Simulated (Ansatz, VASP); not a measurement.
## CaO in VASP and in Ansatz

INCAR

```
SYSTEM = CaO
ALGO = Normal
EDIFF = 1E-6
EDIFFG = -0.002
ENCUT = 600
IBRION = 2
ISIF = 3
ISMEAR = -1
LASPH = .TRUE.
LCHARG = .FALSE.
LREAL = .FALSE.
LWAVE = .FALSE.
NELM = 80
NSW = 100
PREC = Accurate
SIGMA = 0.1
```

File KPOINTS:

```
k-points
0
G
  18 18 18
  0 0 0
```

File POSCAR:

```
CaO
1.0
    0.0000000000      2.4065000000      2.4065000000
    2.4065000000      0.0000000000      2.4065000000
    2.4065000000      2.4065000000      0.0000000000
Ca O
1 1
Direct
    0.0000000000      0.0000000000      0.0000000000
    0.5000000000      0.5000000000      0.5000000000
```

Input for Ansatz:

```yaml
crystal:
  lattice:
    - [0.0, 2.4065, 2.4065]
    - [2.4065, 0.0, 2.4065]
    - [2.4065, 2.4065, 0.0]
  atoms:
    - { symbol: Ca, position: [0.0, 0.0, 0.0] }
    - { symbol: O, position: [0.5, 0.5, 0.5] }
kpoints:
  mp_grid: { grid: [18, 18, 18] }
scf:
  occupations: { method: fermi_dirac, width: 0.1 }
hamiltonian:
  xc: lda
  pseudopotentials: { kind: paw }
relax:
  f_tol: 0.002
  max_steps: 80
  cell: {}
output:
  forces: true
  stress: true
```

Alike in both runs: task relaxation of cell and atoms; functional LDA; k mesh 18 × 18 × 18; occupations fermi-dirac, width 0.1 eV; no spin polarisation.

|  | VASP | Ansatz |
| --- | --- | --- |
| version | VASP 6.6.1 | Ansatz 0.2.0 |
| potentials or method | VASP PAW LDA potentials, release 64 (Ca_sv, O) | PAW with Ansatz's default frozen-core files, scalar-relativistic |
| plane-wave cutoff (eV) | 600 | 420 |
| valence electrons in the cell | 16 | 16 |

Ansatz gave:

```
relaxed volume (Å³/atom)                                     : 13.04
relaxed cell length with the largest relative difference (Å) : 3.329
```

Problem. What did VASP give for the same quantities?

Solution. Relaxed volume (Å³/atom): 13.12; relaxed cell length with the largest relative difference (Å): 3.336.

LDA's correlation is that of Perdew and Zunger in VASP and of Perdew and Wang (1992) in Ansatz.
